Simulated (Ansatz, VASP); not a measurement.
## One calculation of Hg, two programs

Contents of INCAR:

```
PREC = Accurate
ENCUT = 520
EDIFF = 1E-6
ISMEAR = 0
SIGMA = 0.15
LREAL = F
LASPH = T
NELM = 80
ALGO = Fast
ISIF = 2
LWAVE = F
LCHARG = T
GGA = PS
IVDW = 12
LELF = T
LVHAR = T
NBANDS = 19
```

KPOINTS

```
Automatic mesh
0
Gamma
  18 18 10
```

Contents of POSCAR:

```
Hg
1.0
    2.9964000000      0.0000000000      0.0000000000
   -1.4982000000      2.5949585199      0.0000000000
    0.0000000000      0.0000000000      5.2374000000
Hg
2
Direct
    0.6666666667      0.3333333333      0.7500000000
    0.3333333333      0.6666666667      0.2500000000
```

Input for Ansatz:

```yaml
crystal:
  lattice:
    - [2.9964, 0.0, 0.0]
    - [-1.4982, 2.5949585199, 0.0]
    - [0.0, 0.0, 5.2374]
  atoms:
    - { symbol: Hg, position: [0.6666666667, 0.3333333333, 0.75] }
    - { symbol: Hg, position: [0.3333333333, 0.6666666667, 0.25] }
basis:
  ecutwfc: 420
kpoints:
  mp_grid: { grid: [18, 18, 10] }
hamiltonian:
  xc: pbesol
  dispersion: d3bj
scf:
  occupations: { method: gaussian, width: 0.15 }
output:
  forces: true
  stress: true
  eigenvalues: true
```

Alike in both runs: task single point; functional PBEsol; dispersion D3(BJ); k mesh 18 × 18 × 10; occupations gaussian, width 0.15 eV; no spin polarisation.

|  | VASP | Ansatz |
| --- | --- | --- |
| version | VASP 6.6.1 | Ansatz 0.2.0 |
| potentials or method | VASP PAW PBE potentials, release 64 (Hg), cutoff 520 eV | scalar-relativistic, plane waves, PAW |
| valence electrons in the cell | 24 | 40 |

```tsv
	VASP	Ansatz	Ansatz less VASP
gap on the k mesh at the Fermi level (eV)	none	none	-
pressure (GPa)	5.3	4.5	-0.81
traceless stress, the component that is largest in VASP (GPa)	-0.57	-0.39	+0.171
```

VASP's potentials were made for PBE, not for PBEsol. A gap of «none» marks a metal or a gap that the smearing closes. VASP's potentials hold 24 valence electrons a cell and Ansatz's 40, so a difference there can come from the potentials and not from the codes.

Neither program's run includes spin-orbit coupling.
